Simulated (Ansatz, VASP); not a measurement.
## WCl2F4: VASP beside Ansatz

```xyz
7
Lattice="5.9194 0.0026 -0.1661 2.9104 5.5007 -0.0196 2.5274 1.8252 5.4738" Properties=species:S:1:pos:R:3 pbc="T T T"
W     0.0002   -0.0003    0.0002
Cl    4.0413    4.0700    1.3653
Cl    7.3154    3.2572    3.9228
F     3.9520    1.7859    4.2748
F     6.6923    1.4547    0.7078
F     4.6658    5.8733    4.5804
F     7.4044    5.5448    1.0131
```

Change from the starting cell: cell x1, atoms moved at random (sigma 0.05 Å) and cell strained at random (1.5 %), then relaxed without symmetry.

Alike in both runs: functional PBE; k mesh 4 × 4 × 4; occupations gaussian, width 0.1 eV; no spin polarisation.

Ansatz relaxed the structure, and its values are those at the end. VASP's run is a single point on that final structure, the one shown.

|  | VASP | Ansatz |
| --- | --- | --- |
| version | VASP 6.6.1 | Ansatz 0.2.0 |
| potentials or method | VASP PAW PBE potentials, release 64 (W_sv, Cl, F), cutoff 520 eV | scalar-relativistic, plane waves, PAW |
| valence electrons in the cell | 56 | 56 |

|  | VASP | Ansatz | Ansatz less VASP |
| --- | --- | --- | --- |
| gap on the k mesh at the Fermi level (eV) | 2.94 | 2.94 | -0.002 |
| least direct gap on the mesh (eV) | 2.96 | 2.96 | -0.002 |
| pressure (GPa) | 0.7 | 0.0 | -0.67 |
| rms of the force components (eV/Å) | 0.165 | 0.013 | -0.1521 |

One of these differences is far larger than is usual between the two programs; its cause wasn't traced.

Neither program's run includes spin-orbit coupling.
